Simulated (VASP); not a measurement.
Runs of VASP 6.6.1 on Ti. It takes space group P6_3/mmc (No. 194, hexagonal). The conventional cell has a = 2.950 Å, b = 2.950 Å, c = 4.680 Å, α = 90.00°, β = 90.00°, γ = 120.00°. Ti (site symmetry -6m2) has 12 Ti at 2.89 to 2.95 Å within 3.8 Å. 

```tsv
k mesh	gap on the mesh (eV)	pressure (GPa)
5 × 5 × 3	none	-4.0
4 × 4 × 2	none	-3.8
7 × 7 × 4	none	-4.0
8 × 8 × 5	none	(a)
```

Alike in all rows: task single point; level r2SCAN+D3(BJ); potentials or basis VASP PAW PBE potentials, release 64 (Ti_sv); no spin polarisation; cell as given; cutoff (eV) 550; smearing fermi-dirac 0.15 eV.

**Question.** Estimate the missing entries.

**Answer.** (a) -3.9.

Caveats: some runs use coarse meshes; the PAW data sets were made with another functional, which shifts forces and pressure a little; pairwise dispersion overbinds metals, which lowers pressure and volume.

A gap of «none» marks levels without a gap at the run's occupations.
